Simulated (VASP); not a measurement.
# BaHCl (P4/nmm) in VASP: further runs

The runs below take BaHCl through relaxation of shape and atoms at fixed volume, relaxation of cell and atoms, with LDA.

Everything below comes from runs of VASP 6.6.1. Logs are shortened: lines on timing, memory, paths and dates and some standing lists are left out, and cuts for length are marked.

## 1. The cell of the first run

Symmetry: P4/nmm, No. 129, tetragonal system. Conventional cell: a = 4.362 Å, b = 4.362 Å, c = 7.124 Å, α = 90.00°, β = 90.00°, γ = 90.00°. Within 3.5 Å of Ba (site symmetry 4mm) lie 4 H at 2.64 Å and 5 Cl at 3.18 to 3.23 Å. H (site symmetry -4m2) has 4 Ba at 2.64 Å and 4 H at 3.08 Å and 4 Cl at 3.28 Å within 3.5 Å. Cl (site symmetry 4mm) has 6 Ba at 3.18 to 3.94 Å and 4 H at 3.28 Å and 8 Cl at 3.81 to 4.36 Å within 4.4 Å.

## 2. Relaxation of shape and atoms at fixed volume, LDA (22.59 Å³/atom)

INCAR

```
PREC     = Accurate       # precision mode
ENCUT    = 600            # plane-wave cutoff, eV
EDIFF    = 1E-6           # SCF threshold, eV
ISMEAR   = 0              # smearing method
SIGMA    = 0.02           # smearing width, eV
LREAL    = F              # projectors in reciprocal space
LASPH    = T              # aspherical terms in the spheres
NELM     = 100            # most SCF steps
ALGO     = Normal         # electronic algorithm
ISIF     = 4              # what is computed and relaxed
LWAVE    = F              # write WAVECAR
LCHARG   = F              # write CHGCAR
GGA      = CA             # functional
IBRION   = 2              # ionic algorithm
NSW      = 50             # ionic steps
EDIFFG   = -0.01          # ionic threshold
```

KPOINTS

```
Automatic mesh
0
Gamma
  6 6 4
```

POSCAR

```
BaHCl
1.0
    4.3616732864      0.0000000000      0.0000000000
    0.0000000000      4.3616732864      0.0000000000
    0.0000000000      0.0000000000      7.1240909169
Ba H Cl
2 2 2
Direct
    0.0000000000      0.5000000000      0.2097744800
    0.5000000000      0.0000000000      0.7902255200
    0.0000000000      0.0000000000      0.0000000000
    0.5000000000      0.5000000000      0.0000000000
    0.0000000000      0.5000000000      0.6568452951
    0.5000000000      0.0000000000      0.3431547049
```

Potentials or basis: VASP PAW LDA potentials, release 64 (Ba_sv, H, Cl).

On the command line:

```sh
$ cat potpaw_LDA.64/Ba_sv/POTCAR potpaw_LDA.64/H/POTCAR potpaw_LDA.64/Cl/POTCAR > POTCAR
$ mpirun -np 1 vasp_std > vasp.out
```

OUTCAR:

```text
PREC = Accurate
   ENCUT = 600
   EDIFF = 1E-6
   ISMEAR = 0
   LREAL = F
   LASPH = T
   NELM = 100
   ISIF = 4
   GGA = CA
   IBRION = 2
   NSW = 50
   EDIFFG = -0.01

 ion  position               nearest neighbor table
   1  0.000  0.500  0.210-   3 2.64   4 2.64   3 2.64   4 2.64   5 3.18   6 3.23   6 3.23   6 3.23
                             6 3.23   2 4.29   2 4.29   2 4.29   2 4.29
   2  0.500  0.000  0.790-   3 2.64   4 2.64   4 2.64   3 2.64   6 3.18   5 3.23   5 3.23   5 3.23
                             5 3.23   1 4.29   1 4.29   1 4.29   1 4.29
   3  0.000  0.000  0.000-   1 2.64   2 2.64   1 2.64   2 2.64
   4  0.500  0.500  0.000-   1 2.64   2 2.64   2 2.64   1 2.64
   5  0.000  0.500  0.657-   1 3.18   2 3.23   2 3.23   2 3.23   2 3.23
   6  0.500  0.000  0.343-   2 3.18   1 3.23   1 3.23   1 3.23   1 3.23

  LATTYP: Found a simple tetragonal cell.
 ALAT       =     4.3616732864
 C/A-ratio  =     1.6333389617

  Lattice vectors:

 A1 = (   4.3616732864,   0.0000000000,   0.0000000000)
 A2 = (   0.0000000000,   4.3616732864,   0.0000000000)
 A3 = (   0.0000000000,   0.0000000000,   7.1240909169)

Analysis of symmetry for initial positions (statically):
=====================================================================
 Subroutine PRICEL returns:
 Original cell was already a primitive cell.

 Routine SETGRP: Setting up the symmetry group for a
 simple tetragonal supercell.

 Subroutine GETGRP returns: Found 16 space group operations
 (whereof  8 operations were pure point group operations)
 out of a pool of 16 trial point group operations.

The static configuration has the point symmetry D_2d.
 The point group associated with its full space group is D_4h.

Analysis of symmetry for dynamics (positions and initial velocities):
=====================================================================
 Subroutine PRICEL returns:
 Original cell was already a primitive cell.

 Routine SETGRP: Setting up the symmetry group for a
 simple tetragonal supercell.

 Subroutine GETGRP returns: Found 16 space group operations
 (whereof  8 operations were pure point group operations)
 out of a pool of 16 trial point group operations.

The dynamic configuration has the point symmetry D_2d.
 The point group associated with its full space group is D_4h.

 Subroutine INISYM returns: Found 16 space group operations
 (whereof  8 operations are pure point group operations),
 and found     1 'primitive' translations

----------------------------------------------------------------------------------------

                                     Primitive cell

  volume of cell :     135.5301

  direct lattice vectors                    reciprocal lattice vectors
     4.361673286  0.000000000  0.000000000     0.229269809  0.000000000  0.000000000
     0.000000000  4.361673286  0.000000000     0.000000000  0.229269809  0.000000000
     0.000000000  0.000000000  7.124090917     0.000000000  0.000000000  0.140368787

  length of vectors
     4.361673286  4.361673286  7.124090917     0.229269809  0.229269809  0.140368787

  position of ions in fractional coordinates (direct lattice)
     0.000000000  0.500000000  0.209774480
     0.500000000  0.000000000  0.790225520
     0.000000000  0.000000000  0.000000000
     0.500000000  0.500000000  0.000000000
     0.000000000  0.500000000  0.656845295
     0.500000000  0.000000000  0.343154705

  ion indices of the primitive-cell ions
   primitive index   ion index
                 1           1
                 2           2
                 3           3
                 4           4
                 5           5
                 6           6

----------------------------------------------------------------------------------------

 KPOINTS: Automatic mesh

Automatic generation of k-mesh.
 Grid dimensions read from file:
 generate k-points for:    6    6    4

 Generating k-lattice:

  Cartesian coordinates                     Fractional coordinates (reciprocal lattice)
     0.038211635  0.000000000  0.000000000     0.166666667  0.000000000  0.000000000
     0.000000000  0.038211635  0.000000000     0.000000000  0.166666667  0.000000000
     0.000000000  0.000000000  0.035092197     0.000000000  0.000000000  0.250000000

  Length of vectors
     0.038211635  0.038211635  0.035092197

  Shift w.r.t. Gamma in fractional coordinates (k-lattice)
     0.000000000  0.000000000  0.000000000

 Subroutine IBZKPT returns following result:
 ===========================================

 Found     30 irreducible k-points:

 Following reciprocal coordinates:
            Coordinates               Weight
  0.000000  0.000000  0.000000      1.000000
  0.166667  0.000000  0.000000      4.000000
  0.333333  0.000000  0.000000      4.000000
  0.500000  0.000000  0.000000      2.000000
  0.166667  0.166667  0.000000      4.000000
  0.333333  0.166667  0.000000      8.000000
[... 16 lines left out ...]
  0.333333  0.000000  0.500000      4.000000
  0.500000  0.000000  0.500000      2.000000
 [... further k-points ...]
   k-points           NKPTS =     30   k-points in BZ     NKDIM =     30   number of bands    NBANDS=     22
   number of dos      NEDOS =    301   number of ions     NIONS =      6
   total plane-waves  NPLWV =  77760
   dimension x,y,z NGX =    36 NGY =   36 NGZ =   60
   dimension x,y,z NGXF=    72 NGYF=   72 NGZF=  120
   ions per type =               2   2   2
   NGX,Y,Z   is equivalent  to a cutoff of  13.72, 13.72, 14.00 a.u.
   NGXF,Y,Z  is equivalent  to a cutoff of  27.44, 27.44, 28.00 a.u.
 SYSTEM =  unknown system
   PREC   = accura    normal or accurate (medium, high low for compatibility)
   ISTART =      0    job   : 0-new  1-cont  2-samecut
   ICHARG =      2    charge: 1-file 2-atom 10-const
   ISPIN  =      1    spin polarized calculation?
   LNONCOLLINEAR =      F non collinear calculations
   LSORBIT =      F    spin-orbit coupling
   LASPH  =      T    aspherical Exc in radial PAW
   ENCUT  =  600.0 eV  44.10 Ry    6.64 a.u.   8.71  8.71 14.23*2*pi/ulx,y,z
   NELM   =    100;   NELMIN=  2; NELMDL= -5     # of ELM steps
   EDIFF  = 0.1E-05   stopping-criterion for ELM
   LREAL  =      F    real-space projection
   EDIFFG = -.1E-01   stopping-criterion for IOM
   NSW    =     50    number of steps for IOM
   IBRION =      2    ionic relax: 0-MD 1-quasi-New 2-CG
   NFREE  =      1    steps in history (QN), initial steepest desc. (CG)
   ISIF   =      4    stress and relaxation
   ISYM   =      2    0-nonsym 1-usesym 2-fastsym
   POTIM  = 0.5000    time-step for ionic-motion
   TEBEG  =    0.0;   TEEND  =   0.0 temperature during run
   PSTRESS=    0.0 pullay stress
   NELECT =      36.0000    total number of electrons
   NUPDOWN=      -1.0000    fix difference up-down
   EMIN   =  10.00;   EMAX   =-10.00  energy-range for DOS
   EFERMI =   0.00;   METHOD = LEGACY
   ISMEAR =     0;   SIGMA  =   0.02  broadening in eV -4-tet -1-fermi 0-gaus
   EFERMI_NEDOS =   21; number of points for ismear=-14 and -15
   IALGO  =     38    algorithm
   IMIX   =      4    mixing-type and parameters
     AMIX     =   0.40;   BMIX     =  1.00
     AMIX_MAG =   1.60;   BMIX_MAG =  1.00
  volume/ion in A,a.u.               =      22.59       152.43
  Fermi-wavevector in a.u.,A,eV,Ry     =   1.052359  1.988669 15.067890  1.107459
  Thomas-Fermi vector in A             =   2.187438
   LORBIT       =      0    0 simple, 1 ext, 2 COOP (PROOUT), +10 PAW based schemes
   GGA     = CA    functional components
   LHFCALC =     F    Hartree Fock is set to
   AEXX    =    0.0000 exact exchange contribution
   IVDW    =     0    specifies the selected vdW correction
   LEPSILON=     F    determine dielectric tensor
   LRPA    =     F    only Hartree local field effects (RPA)
 conjugate gradient relaxation of ions
 non-spin polarized calculation
 Gauss-broadening in eV      SIGMA  =   0.02
  energy-cutoff  :      600.00
  volume of cell :      135.53
 maximum number of plane-waves:      4552
 NGX is ok and might be reduce to    36
   NGX = 17   NGY = 17   NGZ = 29

--------------------------------------- Ionic step        1  -------------------------------------------

 number of electron      36.0000002 magnetization

 Free energy of the ion-electron system (eV)
  ---------------------------------------------------
  ext. energy  EPLUGINS =         0.00000000
  ---------------------------------------------------
  free energy    TOTEN  =       -25.77188075 eV

  energy without entropy =      -25.77188075  energy(sigma->0) =      -25.77188075

------------------------ aborting loop because EDIFF is reached ----------------------------------------

  FORCE on cell =-STRESS in cart. coord.  units (eV):
  Direction    XX          YY          ZZ          XY          YZ          ZX
  --------------------------------------------------------------------------------------
  -------------------------------------------------------------------------------------
  Total       -1.3927106     -1.3927106     -1.2539583      0.0000000      0.0000000      0.0000000
  in kB      -16.4640146    -16.4640146    -14.8237457      0.0000000      0.0000000      0.0000000
  external PRESSURE =     -15.9172583 kB  Pullay stress =       0.0000000 kB
[... 225 lines left out ...]
  energy  without entropy=      -25.7724016746  energy(sigma->0) =      -25.77240167

--------------------------------------- Ionic step        7  -------------------------------------------

 number of electron      35.9999999 magnetization

 Free energy of the ion-electron system (eV)
  ---------------------------------------------------
  ext. energy  EPLUGINS =         0.00000000
  ---------------------------------------------------
  free energy    TOTEN  =       -25.77244740 eV

  energy without entropy =      -25.77244740  energy(sigma->0) =      -25.77244740

 E-fermi :   0.9655     XC(G=0):  -9.1800

 val. band max:        0.8844026454   @ k =   0.0000   0.0000   0.5000
 cond. band min:       3.8275586618   @ k =   0.0000   0.0000   0.5000
 fundamental gap:      2.9431560164
 Fermi energy:         0.9655464120

 k-point     1 :       0.0000    0.0000    0.0000
  band No.  band energies     occupation
      1     -24.8793      2.00000
      2     -24.8203      2.00000
      3     -13.4042      2.00000
      4     -13.0525      2.00000
      5     -10.2760      2.00000
      6     -10.0846      2.00000
[... 574 lines left out ...]
      6     -10.0749      2.00000
[... 14 lines left out ...]
     21       6.4745      0.00000
     22       6.4745      0.00000

 [... further k-points ...]

------------------------ aborting loop because EDIFF is reached ----------------------------------------

  FORCE on cell =-STRESS in cart. coord.  units (eV):
  Direction    XX          YY          ZZ          XY          YZ          ZX
  --------------------------------------------------------------------------------------
  -------------------------------------------------------------------------------------
  Total       -1.3264478     -1.3264478     -1.3190861      0.0000000      0.0000000      0.0000000
  in kB      -15.6806852    -15.6806852    -15.5936586      0.0000000      0.0000000      0.0000000
  external PRESSURE =     -15.6516763 kB  Pullay stress =       0.0000000 kB
[... 21 lines left out ...]
  FREE ENERGIE OF THE ION-ELECTRON SYSTEM (eV)
  ---------------------------------------------------
  free  energy   TOTEN  =       -25.7724474012 eV

  energy  without entropy=      -25.7724474012  energy(sigma->0) =      -25.77244740

 reached required accuracy - stopping structural energy minimisation
```

Run time: 6.8 min. Hardware: 1 thread of Intel Xeon 8259CL, shared host; peak memory 0.29 GiB.

Results:

```yaml
Free_energy: -25.7724 eV
Energy_gained_by_relaxing: 0.1 meV/atom
Ionic_steps: 7
Pressure_after_relaxing: -1.6 GPa
Largest_force_after_relaxing: 0.007 eV/Å
Band_gap_on_the_k_mesh: 2.94 eV
```

Forces on the atoms (eV/Å):
```
Ba   0.000  0.000 -0.007
Ba   0.000  0.000  0.007
H    0.000  0.000  0.000
H    0.000  0.000  0.000
Cl   0.000  0.000 -0.002
Cl   0.000  0.000  0.002
```

The path:
| step | energy change (eV) | largest force (eV/Å) | pressure (GPa) | volume (Å³) |
| --- | --- | --- | --- | --- |
| 1 | 0.0000 | 0.0152 | -1.59 | 135.53 |
| 2 | -0.0001 | 0.0159 | -1.59 | 135.53 |
| 3 | -0.0004 | 0.0168 | -1.58 | 135.53 |
| 4 | -0.0004 | 0.0178 | -1.55 | 135.53 |
| 5 | -0.0004 | 0.0165 | -1.57 | 135.53 |
| 6 | -0.0005 | 0.0114 | -1.57 | 135.53 |
| 7 | -0.0006 | 0.0065 | -1.57 | 135.53 |

Final structure:
```cif
data_structure
_symmetry_space_group_name_H-M 'P 1'
_symmetry_Int_Tables_number 1
_cell_length_a 4.3494
_cell_length_b 4.3494
_cell_length_c 7.1643
_cell_angle_alpha 90.000
_cell_angle_beta 90.000
_cell_angle_gamma 90.000
_cell_volume 135.53
loop_
_atom_site_label
_atom_site_type_symbol
_atom_site_fract_x
_atom_site_fract_y
_atom_site_fract_z
_atom_site_occupancy
Ba1 Ba 0.00000 0.50000 0.21039 1
Ba2 Ba 0.50000 0.00000 0.78961 1
H1 H 0.00000 0.00000 0.00000 1
H2 H 0.50000 0.50000 0.00000 1
Cl1 Cl 0.00000 0.50000 0.65521 1
Cl2 Cl 0.50000 0.00000 0.34479 1
```

Levels at points of the mesh, in eV from the valence-band top:
```csv
k point,band 16,band 17,band 18,band 19,band 20,band 21
"(0.00, 0.00, 0.00)",-1.92,-0.94,-0.50,3.51,4.21,4.77
"(0.50, 0.00, 0.00)",-2.25,-0.35,-0.35,4.55,4.55,4.96
"(0.50, 0.50, 0.00)",-2.03,-0.38,-0.38,4.05,4.05,6.93
"(0.00, 0.00, 0.50)",-1.90,-0.46,0.00,2.94,4.03,5.04
"(0.50, 0.00, 0.50)",-2.33,-0.15,-0.15,4.71,4.71,5.59
"(0.50, 0.50, 0.50)",-2.01,-0.38,-0.38,5.11,5.11,5.97
```

Caveat: spin-orbit coupling is left out, which moves the levels of the heavy elements.

## 3. Relaxation of cell and atoms, LDA

This run uses another cell than the first one, of 23.32 Å³/atom.

INCAR

```
PREC = Accurate ; ENCUT = 600
EDIFF = 1E-6 ; ISMEAR = 0
SIGMA = 0.02 ; LREAL = False
LASPH = True ; NELM = 80
ALGO = Normal ; ISIF = 3
LWAVE = False ; LCHARG = False
GGA = CA ; IBRION = 2
NSW = 100 ; EDIFFG = -0.005
```

KPOINTS

```
regular mesh
0
Gamma
  6 6 4
```

POSCAR

```
BaHCl
1.0
    4.4080000000      0.0000000000      0.0000000000
    0.0000000000      4.4080000000      0.0000000000
    0.0000000000      0.0000000000      7.2020000000
Ba H Cl
2 2 2
Direct
    0.0000000000      0.5000000000      0.2150000000
    0.5000000000      0.0000000000      0.7850000000
    0.0000000000      0.0000000000      0.0000000000
    0.5000000000      0.5000000000      0.0000000000
    0.0000000000      0.5000000000      0.6500000000
    0.5000000000      0.0000000000      0.3500000000
```

Potentials or basis: VASP PAW LDA potentials, release 64 (Ba_sv, H, Cl).

On the command line:

```sh
$ cat potpaw_LDA.64/Ba_sv/POTCAR potpaw_LDA.64/H/POTCAR potpaw_LDA.64/Cl/POTCAR > POTCAR
$ mpirun -np 1 vasp_std > vasp.out
```

Wall time 22 min (1 thread of Intel Xeon 8259CL, shared host); peak memory 0.31 GiB.

The run converged. Its results:

- Free energy: -25.7998 eV
- Relaxed volume: 21.70 Å³/atom
- Relaxed cell: a = 4.304 Å, b = 4.304 Å, c = 7.029 Å, α = 90.00°, β = 90.00°, γ = 90.00°
- Space group after relaxing (to 0.1 Å): P4/nmm (No. 129)
- Energy gained by relaxing: 16.3 meV/atom
- Ionic steps: 20
- Pressure after relaxing: 0.0 GPa
- Largest force after relaxing: 0.004 eV/Å
- Band gap on the k mesh: 2.79 eV

Forces on the atoms (eV/Å):
```
Ba   0.000  0.000 -0.004
Ba   0.000  0.000  0.004
H    0.000  0.000  0.000
H    0.000  0.000  0.000
Cl   0.000  0.000  0.001
Cl   0.000  0.000 -0.001
```

The path:
```
step  energy change (eV)  largest force (eV/Å)  pressure (GPa)  volume (Å³)
   1              0.0000                0.2190           -2.60       139.94
   2             -0.0856                0.1558           -0.64       132.41
   3             -0.0912                0.1340            0.07       130.16
   4             -0.0912                0.1319            0.14       129.97
   5             -0.0942                0.0843            0.10       130.06
   6             -0.0959                0.0458            0.06       130.19
   7             -0.0959                0.0426            0.06       130.20
   8             -0.0965                0.0365           -0.02       130.42
   9             -0.0970                0.0195           -0.24       130.97
  10             -0.0972                0.0158           -0.20       130.87
  11             -0.0977                0.0163           -0.12       130.56
  12             -0.0973                0.0337            0.04       129.95
  13             -0.0978                0.0205           -0.09       130.39
  14             -0.0979                0.0144           -0.04       130.27
  15             -0.0979                0.0070            0.01       130.13
  16             -0.0979                0.0065            0.00       130.12
  17             -0.0979                0.0061            0.01       130.11
  18             -0.0979                0.0067            0.03       130.11
  19             -0.0979                0.0051            0.00       130.17
  20             -0.0979                0.0040           -0.01       130.20
```

Final structure:
```yaml
crystal:
  lattice:
    - [4.30378, 0.00000, 0.00000]
    - [0.00000, 4.30378, 0.00000]
    - [0.00000, 0.00000, 7.02938]
  atoms:
    - { symbol: Ba, position: [0.00000, 0.50000, 0.21013] }
    - { symbol: Ba, position: [0.50000, 0.00000, 0.78987] }
    - { symbol: H, position: [0.00000, 0.00000, 0.00000] }
    - { symbol: H, position: [0.50000, 0.50000, 0.00000] }
    - { symbol: Cl, position: [0.00000, 0.50000, 0.65657] }
    - { symbol: Cl, position: [0.50000, 0.00000, 0.34343] }
```

Levels at points of the mesh, in eV from the valence-band top:
| k point | band 15 | band 16 | band 17 | band 18 | band 19 | band 20 | band 21 | band 22 |
| --- | --- | --- | --- | --- | --- | --- | --- | --- |
| (0.00, 0.00, 0.00) | -2.06 | -2.06 | -0.99 | -0.71 | 3.41 | 4.22 | 4.68 | 4.68 |
| (0.50, 0.00, 0.00) | -2.41 | -2.41 | -0.45 | -0.45 | 4.52 | 4.52 | 4.88 | 4.88 |
| (0.50, 0.50, 0.00) | -2.15 | -2.15 | -0.48 | -0.48 | 4.05 | 4.05 | 6.91 | 6.91 |
| (0.00, 0.00, 0.50) | -2.03 | -2.03 | -0.67 | 0.00 | 2.79 | 4.09 | 4.99 | 4.99 |
| (0.50, 0.00, 0.50) | -2.52 | -2.52 | -0.22 | -0.22 | 4.70 | 4.70 | 5.57 | 5.57 |
| (0.50, 0.50, 0.50) | -2.13 | -2.13 | -0.48 | -0.48 | 5.19 | 5.19 | 5.91 | 5.91 |

Caveat: spin-orbit coupling is left out, which moves the levels of the heavy elements. LDA usually gives volumes a few per cent too small.
